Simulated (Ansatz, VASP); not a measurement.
## Two plane-wave programs on As

INCAR

```
PREC = Accurate
ENCUT = 520
EDIFF = 1E-7
ISMEAR = -1
SIGMA = 0.05
LREAL = F
LASPH = T
NELM = 150
ALGO = Normal
ISIF = 2
LWAVE = F
LCHARG = T
MAGMOM = 0 0 0
LORBIT = 11
LSORBIT = T
GGA_COMPAT = F
LORBMOM = T
GGA = CA
LVHAR = T
NBANDS = 16
```

The input KPOINTS:

```
Automatic mesh
0
Gamma
  7 7 7
```

POSCAR

```
As
1.0
    2.7036817444      0.0000000000      0.0000000000
    0.0000000000      2.7036817444      0.0000000000
    0.0000000000      0.0000000000      2.7036817444
As
1
Direct
    0.5000000000      0.5000000000      0.5000000000
```

The input input.yaml:

```yaml
crystal:
  lattice:
    - [2.7036817444, 0.0, 0.0]
    - [0.0, 2.7036817444, 0.0]
    - [0.0, 0.0, 2.7036817444]
  atoms:
    - { symbol: As, position: [0.5, 0.5, 0.5] }
hamiltonian:
  xc: lda
  pseudopotentials: { kind: paw_fr }
magnetization:
  noncollinear: true
  spin_orbit: true
kpoints:
  mp_grid: { grid: [7, 7, 7] }
  band_path:
    path:
      - [[0.0, 0.0, 0.0], [0.0, 0.5, 0.0], [0.5, 0.5, 0.0], [0.0, 0.0, 0.0], [0.5, 0.5, 0.5], [0.0, 0.5, 0.0]]
      - [[0.5, 0.5, 0.0], [0.5, 0.5, 0.5]]
    npoints: 14
scf:
  occupations: { method: fermi_dirac, width: 0.05 }
  n_extra_bands: 6
output:
  forces: true
  stress: true
  eigenvalues: true
  fatbands: false
```

Alike in both runs: functional LDA; k mesh 7 × 7 × 7; occupations fermi-dirac, width 0.05 eV; non-collinear spin, spin-orbit coupling.

```csv
,VASP,Ansatz
version,VASP 6.6.1,Ansatz 0.2.0
potentials or method,"VASP PAW LDA potentials, release 64 (As)",Ansatz PAW
plane-wave cutoff (eV),520,420
valence electrons in the cell,5,15
task,single point,band structure
```

|  | VASP | Ansatz | Ansatz less VASP |
| --- | --- | --- | --- |
| pressure (GPa) | -2.5 | -2.8 | -0.33 |
| net moment per atom (μB) | 0.00 | 0.00 | 0.000 |

LDA's correlation is that of Perdew and Zunger in VASP and of Perdew and Wang (1992) in Ansatz. VASP's potentials hold 5 valence electrons a cell and Ansatz's 15, so a difference there can come from the potentials and not from the codes.
